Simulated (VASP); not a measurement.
Crystal: RbBr.

```
Rb Br
1.0
     4.19662    0.00000    0.00000
     0.00000    4.19662    0.00000
     0.00000    0.00000    4.19662
Rb Br
1 1
Direct
  0.00000 0.00000 0.00000
  0.50000 0.50000 0.50000
```

```yaml
Program: VASP 6.6.1
Task: relaxation of cell and atoms
Functional: PBEsol
Potentials_or_basis: VASP PAW PBE potentials, release 64 (Rb_sv, Br)
Cutoff: 600 eV
k_mesh: 6 × 6 × 6
Occupations: fermi-dirac, width 0.02 eV
Spin: no spin polarisation
```

At the start: pressure -1.2 GPa; volume 36.95 Å³/atom.

Task: Where does the relaxation end?

Result: Over 4 steps the energy falls by 12.4 meV/atom and the volume is 33.88 Å³/atom (-8.3 %); space group Pm-3m (No. 221, to 0.05 Å).

Step by step:
| step | energy change (eV) | largest force (eV/Å) | pressure (GPa) | volume (Å³) |
| --- | --- | --- | --- | --- |
| 1 | 0.0000 | 0.0000 | -1.18 | 73.91 |
| 2 | -0.0172 | 0.0000 | -0.72 | 71.03 |
| 3 | -0.0248 | 0.0000 | -0.04 | 67.92 |
| 4 | -0.0248 | 0.0000 | 0.00 | 67.75 |

Final structure:
```
CELL_PARAMETERS angstrom
4.07669 0.00000 0.00000
0.00000 4.07669 0.00000
0.00000 0.00000 4.07669
ATOMIC_POSITIONS crystal
Rb 0.00000 0.00000 0.00000
Br 0.50000 0.50000 0.50000
```

Caveat: the PAW data sets were made with another functional, which shifts forces and pressure a little.
